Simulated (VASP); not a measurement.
# CsPbCl3 (Pm-3m) in VASP: a series of runs

CsPbCl3 is run at these levels: RPBE, PBEsol; tasks: single point, relaxation of cell and atoms.

All numbers are computed with VASP 6.6.1; they aren't measurements. Logs are shortened: lines on timing, memory, paths and dates and some standing lists are left out, and cuts for length are marked.

## Step 1: The cell of the first run

It takes space group Pm-3m (No. 221, cubic). The conventional cell has a = 5.861 Å, b = 5.861 Å, c = 5.861 Å, α = 90.00°, β = 90.00°, γ = 90.00°. Cs (site symmetry m-3m) has 12 Cl at 4.14 Å and 8 Pb at 5.08 Å within 5.4 Å. Within 3.9 Å of Pb (site symmetry m-3m) lie 6 Cl at 2.93 Å. Cl (site symmetry 4/mmm) has 2 Pb at 2.93 Å within 3.9 Å.

## Step 2: Single point, RPBE

INCAR

```
PREC = Accurate
ENCUT = 520
EDIFF = 1E-7
ISMEAR = 0
SIGMA = 0.01
LREAL = False
LASPH = True
NELM = 100
ALGO = Normal
ISIF = 2
LWAVE = False
LCHARG = False
GGA = RP
NBANDS = 30
```

KPOINTS

```
Automatic mesh
0
Gamma
  4 4 4
```

POSCAR

```
CsPbCl3
1.0
    5.8610475750      0.0000000000      0.0000000000
    0.0000000000      5.8610475750      0.0000000000
    0.0000000000      0.0000000000      5.8610475750
Cs Pb Cl
1 1 3
Direct
    0.0000000000      0.0000000000      0.0000000000
    0.5000000000      0.5000000000      0.5000000000
    0.5000000000      0.5000000000      0.0000000000
    0.0000000000      0.5000000000      0.5000000000
    0.5000000000      0.0000000000      0.5000000000
```

Potentials or basis: VASP PAW PBE potentials, release 64 (Cs_sv, Pb_d, Cl).

Started as:

```sh
> cat potpaw_PBE.64/Cs_sv/POTCAR potpaw_PBE.64/Pb_d/POTCAR potpaw_PBE.64/Cl/POTCAR > POTCAR
> mpirun -np 1 vasp_std > vasp.out
```

OUTCAR:

```text
PREC = Accurate
   ENCUT = 520
   EDIFF = 1E-7
   ISMEAR = 0
   LREAL = False
   LASPH = True
   NELM = 100
   ISIF = 2
   GGA = RP

 ion  position               nearest neighbor table
   1  0.000  0.000  0.000-
   2  0.500  0.500  0.500-   3 2.93   4 2.93   5 2.93   3 2.93   5 2.93   4 2.93
   3  0.500  0.500  0.000-   2 2.93   2 2.93
   4  0.000  0.500  0.500-   2 2.93   2 2.93
   5  0.500  0.000  0.500-   2 2.93   2 2.93

  LATTYP: Found a simple cubic cell.
 ALAT       =     5.8610475750

  Lattice vectors:

 A1 = (   5.8610475750,   0.0000000000,   0.0000000000)
 A2 = (   0.0000000000,   5.8610475750,   0.0000000000)
 A3 = (   0.0000000000,   0.0000000000,   5.8610475750)

Analysis of symmetry for initial positions (statically):
=====================================================================
 Subroutine PRICEL returns:
 Original cell was already a primitive cell.

 Routine SETGRP: Setting up the symmetry group for a
 simple cubic supercell.

 Subroutine GETGRP returns: Found 48 space group operations
 (whereof 48 operations were pure point group operations)
 out of a pool of 48 trial point group operations.

The static configuration has the point symmetry O_h .

Analysis of symmetry for dynamics (positions and initial velocities):
=====================================================================
 Subroutine PRICEL returns:
 Original cell was already a primitive cell.

 Routine SETGRP: Setting up the symmetry group for a
 simple cubic supercell.

 Subroutine GETGRP returns: Found 48 space group operations
 (whereof 48 operations were pure point group operations)
 out of a pool of 48 trial point group operations.

The dynamic configuration has the point symmetry O_h .

 Subroutine INISYM returns: Found 48 space group operations
 (whereof 48 operations are pure point group operations),
 and found     1 'primitive' translations

----------------------------------------------------------------------------------------

                                     Primitive cell

  volume of cell :     201.3380

  direct lattice vectors                    reciprocal lattice vectors
     5.861047575  0.000000000  0.000000000     0.170617963  0.000000000  0.000000000
     0.000000000  5.861047575  0.000000000     0.000000000  0.170617963  0.000000000
     0.000000000  0.000000000  5.861047575     0.000000000  0.000000000  0.170617963

  length of vectors
     5.861047575  5.861047575  5.861047575     0.170617963  0.170617963  0.170617963

  position of ions in fractional coordinates (direct lattice)
     0.000000000  0.000000000  0.000000000
     0.500000000  0.500000000  0.500000000
     0.500000000  0.500000000  0.000000000
     0.000000000  0.500000000  0.500000000
     0.500000000  0.000000000  0.500000000

  ion indices of the primitive-cell ions
   primitive index   ion index
                 1           1
                 2           2
                 3           3
                 4           4
                 5           5

----------------------------------------------------------------------------------------

 KPOINTS: Automatic mesh

Automatic generation of k-mesh.
 Grid dimensions read from file:
 generate k-points for:    4    4    4

 Generating k-lattice:

  Cartesian coordinates                     Fractional coordinates (reciprocal lattice)
     0.042654491  0.000000000  0.000000000     0.250000000  0.000000000  0.000000000
     0.000000000  0.042654491  0.000000000     0.000000000  0.250000000  0.000000000
     0.000000000  0.000000000  0.042654491     0.000000000  0.000000000  0.250000000

  Length of vectors
     0.042654491  0.042654491  0.042654491

  Shift w.r.t. Gamma in fractional coordinates (k-lattice)
     0.000000000  0.000000000  0.000000000

 Subroutine IBZKPT returns following result:
 ===========================================

 Found     10 irreducible k-points:

 Following reciprocal coordinates:
            Coordinates               Weight
  0.000000  0.000000  0.000000      1.000000
  0.250000  0.000000  0.000000      6.000000
  0.500000  0.000000  0.000000      3.000000
  0.250000  0.250000  0.000000     12.000000
  0.500000  0.250000  0.000000     12.000000
  0.500000  0.500000  0.000000      3.000000
  0.250000  0.250000  0.250000      8.000000
  0.500000  0.250000  0.250000     12.000000
  0.500000  0.500000  0.250000      6.000000
  0.500000  0.500000  0.500000      1.000000
   k-points           NKPTS =     10   k-points in BZ     NKDIM =     10   number of bands    NBANDS=     30
   number of dos      NEDOS =    301   number of ions     NIONS =      5
   total plane-waves  NPLWV = 110592
   dimension x,y,z NGX =    48 NGY =   48 NGZ =   48
   dimension x,y,z NGXF=    96 NGYF=   96 NGZF=   96
   ions per type =               1   1   3
   NGX,Y,Z   is equivalent  to a cutoff of  13.61, 13.61, 13.61 a.u.
   NGXF,Y,Z  is equivalent  to a cutoff of  27.23, 27.23, 27.23 a.u.
 SYSTEM =  unknown system
   PREC   = accura    normal or accurate (medium, high low for compatibility)
   ISTART =      0    job   : 0-new  1-cont  2-samecut
   ICHARG =      2    charge: 1-file 2-atom 10-const
   ISPIN  =      1    spin polarized calculation?
   LNONCOLLINEAR =      F non collinear calculations
   LSORBIT =      F    spin-orbit coupling
   LASPH  =      T    aspherical Exc in radial PAW
   ENCUT  =  520.0 eV  38.22 Ry    6.18 a.u.  10.90 10.90 10.90*2*pi/ulx,y,z
   NELM   =    100;   NELMIN=  2; NELMDL= -5     # of ELM steps
   EDIFF  = 0.1E-06   stopping-criterion for ELM
   LREAL  =      F    real-space projection
   EDIFFG = 0.1E-05   stopping-criterion for IOM
   NSW    =      0    number of steps for IOM
   IBRION =     -1    ionic relax: 0-MD 1-quasi-New 2-CG
   NFREE  =      0    steps in history (QN), initial steepest desc. (CG)
   ISIF   =      2    stress and relaxation
   ISYM   =      2    0-nonsym 1-usesym 2-fastsym
   POTIM  = 0.5000    time-step for ionic-motion
   TEBEG  =    0.0;   TEEND  =   0.0 temperature during run
   PSTRESS=    0.0 pullay stress
   NELECT =      44.0000    total number of electrons
   NUPDOWN=      -1.0000    fix difference up-down
   EMIN   =  10.00;   EMAX   =-10.00  energy-range for DOS
   EFERMI =   0.00;   METHOD = LEGACY
   ISMEAR =     0;   SIGMA  =   0.01  broadening in eV -4-tet -1-fermi 0-gaus
   EFERMI_NEDOS =   21; number of points for ismear=-14 and -15
   IALGO  =     38    algorithm
   IMIX   =      4    mixing-type and parameters
     AMIX     =   0.40;   BMIX     =  1.00
     AMIX_MAG =   1.60;   BMIX_MAG =  1.00
  volume/ion in A,a.u.               =      40.27       271.74
  Fermi-wavevector in a.u.,A,eV,Ry     =   0.986091  1.863442 13.229980  0.972376
  Thomas-Fermi vector in A             =   2.117447
   LORBIT       =      0    0 simple, 1 ext, 2 COOP (PROOUT), +10 PAW based schemes
   GGA     = RP    functional components
   LHFCALC =     F    Hartree Fock is set to
   AEXX    =    0.0000 exact exchange contribution
   IVDW    =     0    specifies the selected vdW correction
   LEPSILON=     F    determine dielectric tensor
   LRPA    =     F    only Hartree local field effects (RPA)
 non-spin polarized calculation
 Gauss-broadening in eV      SIGMA  =   0.01
  energy-cutoff  :      520.00
  volume of cell :      201.34
 maximum number of plane-waves:      5520
 NGX is ok and might be reduce to    48
   NGX = 21   NGY = 21   NGZ = 21

 number of electron      43.9999993 magnetization

 Free energy of the ion-electron system (eV)
  ---------------------------------------------------
  ext. energy  EPLUGINS =         0.00000000
  ---------------------------------------------------
  free energy    TOTEN  =       -16.63192707 eV

  energy without entropy =      -16.63192707  energy(sigma->0) =      -16.63192707

 E-fermi :   0.4560     XC(G=0):  -6.9398

 val. band max:        0.3801621012   @ k =   0.5000   0.5000   0.5000
 cond. band min:       2.9299652972   @ k =   0.5000   0.5000   0.5000
 fundamental gap:      2.5498031960
 Fermi energy:         0.4560282830

 k-point     1 :       0.0000    0.0000    0.0000
  band No.  band energies     occupation
      1     -20.4586      2.00000
      2     -15.9991      2.00000
      3     -15.9991      2.00000
      4     -15.9080      2.00000
      5     -15.9080      2.00000
      6     -15.9080      2.00000
[... 22 lines left out ...]
     29       6.5274      0.00000
     30       6.5274      0.00000

 k-point     2 :       0.2500    0.0000    0.0000
  band No.  band energies     occupation
      1     -20.4581      2.00000
      2     -15.9991      2.00000
      3     -15.9769      2.00000
      4     -15.9083      2.00000
      5     -15.9083      2.00000
      6     -15.9080      2.00000
[... 22 lines left out ...]
     29       6.6908      0.00000
     30       7.0928      0.00000

 k-point     3 :       0.5000    0.0000    0.0000
  band No.  band energies     occupation
      1     -20.4577      2.00000
      2     -15.9990      2.00000
      3     -15.9542      2.00000
      4     -15.9086      2.00000
      5     -15.9086      2.00000
      6     -15.9080      2.00000
[... 22 lines left out ...]
     29       6.9289      0.00000
     30       7.6934      0.00000

 k-point     4 :       0.2500    0.2500    0.0000
  band No.  band energies     occupation
      1     -20.4577      2.00000
      2     -15.9881      2.00000
      3     -15.9651      2.00000
      4     -15.9086      2.00000
      5     -15.9083      2.00000
      6     -15.9083      2.00000
[... 154 lines left out ...]
     29       7.1356      0.00000
     30       7.1418      0.00000

 k-point     9 :       0.5000    0.5000    0.2500
  band No.  band energies     occupation
      1     -20.4566      2.00000
      2     -15.9534      2.00000
      3     -15.9289      2.00000
      4     -15.9092      2.00000
      5     -15.9089      2.00000
      6     -15.9089      2.00000
[... 22 lines left out ...]
     29       6.8912      0.00000
     30       7.2472      0.00000

 k-point    10 :       0.5000    0.5000    0.5000
  band No.  band energies     occupation
      1     -20.4563      2.00000
      2     -15.9289      2.00000
      3     -15.9289      2.00000
      4     -15.9092      2.00000
      5     -15.9092      2.00000
      6     -15.9092      2.00000
[... 22 lines left out ...]
     29       6.6787      0.00000
     30       7.6878      0.00000

------------------------ aborting loop because EDIFF is reached ----------------------------------------

  FORCE on cell =-STRESS in cart. coord.  units (eV):
  Direction    XX          YY          ZZ          XY          YZ          ZX
  --------------------------------------------------------------------------------------
  -------------------------------------------------------------------------------------
  Total       -0.0351870     -0.0351870     -0.0351870      0.0000000      0.0000000      0.0000000
  in kB       -0.2800058     -0.2800058     -0.2800058      0.0000000      0.0000000      0.0000000
  external PRESSURE =      -0.2800058 kB  Pullay stress =       0.0000000 kB

 VOLUME and BASIS-vectors are now :
 -----------------------------------------------------------------------------
  energy-cutoff  :      520.00
  volume of cell :      201.34
      direct lattice vectors                 reciprocal lattice vectors
     5.861047575  0.000000000  0.000000000     0.170617963  0.000000000  0.000000000
     0.000000000  5.861047575  0.000000000     0.000000000  0.170617963  0.000000000
     0.000000000  0.000000000  5.861047575     0.000000000  0.000000000  0.170617963

 POSITION                                       TOTAL-FORCE (eV/Angst)
 -----------------------------------------------------------------------------------
      0.00000      0.00000      0.00000         0.000000      0.000000      0.000000
      2.93052      2.93052      2.93052         0.000000      0.000000      0.000000
      2.93052      2.93052      0.00000         0.000000      0.000000      0.000000
      0.00000      2.93052      2.93052         0.000000      0.000000      0.000000
      2.93052      0.00000      2.93052         0.000000      0.000000      0.000000
 -----------------------------------------------------------------------------------
    total drift:                                0.000000     -0.000000     -0.000000

  FREE ENERGIE OF THE ION-ELECTRON SYSTEM (eV)
  ---------------------------------------------------
  free  energy   TOTEN  =       -16.6319270734 eV

  energy  without entropy=      -16.6319270734  energy(sigma->0) =      -16.63192707
```

It took 54 s on 1 thread of Intel Xeon 6975P-C (Granite Rapids), shared host; peak memory 0.34 GiB.

Results:

* Free energy: -16.6319 eV
* Pressure: 0.0 GPa
* Band gap on the k mesh: 2.55 eV, direct

Levels at points of the mesh, in eV from the valence-band top:
| k point | band 20 | band 21 | band 22 | band 23 | band 24 | band 25 |
| --- | --- | --- | --- | --- | --- | --- |
| (0.00, 0.00, 0.00) | -1.63 | -1.63 | -1.63 | 4.22 | 5.31 | 5.31 |
| (0.50, 0.00, 0.00) | -1.69 | -1.69 | -1.21 | 3.32 | 5.44 | 5.50 |
| (0.50, 0.50, 0.00) | -1.81 | -1.37 | -0.59 | 2.97 | 2.97 | 5.18 |
| (0.50, 0.50, 0.50) | -1.36 | -1.36 | 0.00 | 2.55 | 2.55 | 2.55 |

Caveat: the PAW data sets were made with another functional, which shifts forces and pressure a little; spin-orbit coupling is left out, which moves the levels of the heavy elements. RPBE gaps usually lie below the measured ones, often by a third to a half.

## Step 3: Relaxation of cell and atoms, RPBE

This run uses another cell than the first one, of 35.22 Å³/atom, 0.875 times its volume.

INCAR

```
ALGO = Normal
EDIFF = 1E-7
EDIFFG = -0.01
ENCUT = 600
GGA = RP
IBRION = 2
ISIF = 3
ISMEAR = 0
LASPH = T
LCHARG = F
LREAL = F
LWAVE = F
NELM = 100
NSW = 80
PREC = Accurate
SIGMA = 0.01
```

KPOINTS

```
k-points
0
Gamma
  4 4 4
```

POSCAR, as its differences from that of step 2:

```diff
@@ -2,5 +2,5 @@
 1.0
-    5.8610475750      0.0000000000      0.0000000000
-    0.0000000000      5.8610475750      0.0000000000
-    0.0000000000      0.0000000000      5.8610475750
+    5.6050000000      0.0000000000      0.0000000000
+    0.0000000000      5.6050000000      0.0000000000
+    0.0000000000      0.0000000000      5.6050000000
 Cs Pb Cl
```

Potentials or basis: VASP PAW PBE potentials, release 64 (Cs_sv, Pb_d, Cl).

Started as:

```sh
> cat potpaw_PBE.64/Cs_sv/POTCAR potpaw_PBE.64/Pb_d/POTCAR potpaw_PBE.64/Cl/POTCAR > POTCAR
> mpirun -np 1 vasp_std > vasp.out
```

Run time: 2.2 min. Hardware: 1 thread of Intel Xeon 6975P-C (Granite Rapids), shared host; peak memory 0.36 GiB.

Results (log left out):

| Quantity | Value |
| --- | --- |
| Free energy | -16.6294 eV |
| Relaxed volume | 40.24 Å³/atom |
| Relaxed cell | a = 5.860 Å, b = 5.860 Å, c = 5.860 Å, α = 90.00°, β = 90.00°, γ = 90.00° |
| Space group after relaxing (to 0.05 Å) | Pm-3m (No. 221) |
| Energy gained by relaxing | 46.7 meV/atom |
| Ionic steps | 4 |
| Pressure after relaxing | 0.0 GPa |
| Band gap on the k mesh | 2.55 eV, direct |

Step by step:
```csv
step,energy change (eV),largest force (eV/Å),pressure (GPa),volume (Å³)
1,0.0000,0.0000,3.38,176.09
2,-0.2245,0.0000,0.55,195.68
3,-0.2335,0.0000,-0.06,201.84
4,-0.2337,0.0000,0.00,201.20
```

Final structure:
```cif
data_structure
_symmetry_space_group_name_H-M 'P 1'
_symmetry_Int_Tables_number 1
_cell_length_a 5.8597
_cell_length_b 5.8597
_cell_length_c 5.8597
_cell_angle_alpha 90.000
_cell_angle_beta 90.000
_cell_angle_gamma 90.000
_cell_volume 201.20
loop_
_atom_site_label
_atom_site_type_symbol
_atom_site_fract_x
_atom_site_fract_y
_atom_site_fract_z
_atom_site_occupancy
Cs1 Cs 0.00000 0.00000 0.00000 1
Pb1 Pb 0.50000 0.50000 0.50000 1
Cl1 Cl 0.50000 0.50000 0.00000 1
Cl2 Cl 0.00000 0.50000 0.50000 1
Cl3 Cl 0.50000 0.00000 0.50000 1
```

Levels at points of the mesh, in eV from the valence-band top:
```tsv
k point	band 18	band 19	band 20	band 21	band 22	band 23	band 24	band 25	band 26
(0.00, 0.00, 0.00)	-1.68	-1.68	-1.63	-1.63	-1.63	4.22	5.31	5.31	6.14
(0.50, 0.00, 0.00)	-1.77	-1.76	-1.69	-1.69	-1.21	3.32	5.44	5.50	5.50
(0.50, 0.50, 0.00)	-1.87	-1.82	-1.82	-1.37	-0.59	2.97	2.97	5.18	6.14
(0.50, 0.50, 0.50)	-1.92	-1.36	-1.36	-1.36	0.00	2.55	2.55	2.55	5.94
```

Caveat: the PAW data sets were made with another functional, which shifts forces and pressure a little; spin-orbit coupling is left out, which moves the levels of the heavy elements; the volume moved by +14 % from the deposited cell, more than functionals usually miss.

## Step 4: Single point, PBEsol

This run uses another cell than the first one, of 35.60 Å³/atom, 0.884 times its volume.

INCAR

```
PREC     = Accurate       # precision mode
ENCUT    = 520            # plane-wave cutoff, eV
EDIFF    = 1E-6           # SCF threshold, eV
ISMEAR   = 0              # smearing method
SIGMA    = 0.01           # smearing width, eV
LREAL    = False          # projectors in reciprocal space
LASPH    = True           # aspherical terms in the spheres
NELM     = 100            # most SCF steps
ALGO     = Normal         # electronic algorithm
ISIF     = 2              # what is computed and relaxed
LWAVE    = False          # write WAVECAR
LCHARG   = False          # write CHGCAR
GGA      = PS             # functional
NBANDS   = 30             # bands
```

KPOINTS

```
Automatic mesh
0
Gamma
  4 4 4
```

POSCAR, as its differences from that of step 3:

```diff
@@ -2,5 +2,5 @@
 1.0
-    5.6050000000      0.0000000000      0.0000000000
-    0.0000000000      5.6050000000      0.0000000000
-    0.0000000000      0.0000000000      5.6050000000
+    5.6250125785      0.0000000000      0.0000000000
+    0.0000000000      5.6250125785      0.0000000000
+    0.0000000000      0.0000000000      5.6250125785
 Cs Pb Cl
```

Started as:

```sh
> cat potpaw_PBE.64/Cs_sv/POTCAR potpaw_PBE.64/Pb_d/POTCAR potpaw_PBE.64/Cl/POTCAR > POTCAR
> mpirun -np 1 vasp_std > vasp.out
```

Wall time 47 s (1 thread of Intel Xeon 6975P-C (Granite Rapids), shared host); peak memory 0.26 GiB.

The run converged. Its results:

* Free energy: -18.3595 eV
* Pressure: 0.0 GPa
* Band gap on the k mesh: 1.85 eV, direct

Levels at points of the mesh, in eV from the valence-band top:
```csv
k point,band 19,band 20,band 21,band 22,band 23,band 24,band 25,band 26
"(0.00, 0.00, 0.00)",-2.55,-2.45,-2.45,-2.45,3.26,4.28,4.28,5.18
"(0.50, 0.00, 0.00)",-2.66,-2.56,-2.56,-1.65,2.94,4.64,5.20,5.26
"(0.50, 0.50, 0.00)",-2.74,-2.68,-2.14,-0.80,2.44,2.44,4.86,5.36
"(0.50, 0.50, 0.50)",-2.13,-2.13,-2.13,0.00,1.85,1.85,1.85,5.04
```

Caveat: the PAW data sets were made with another functional, which shifts forces and pressure a little; spin-orbit coupling is left out, which moves the levels of the heavy elements. PBEsol gaps usually lie below the measured ones, often by a third to a half.

[end of part 1 of 2]
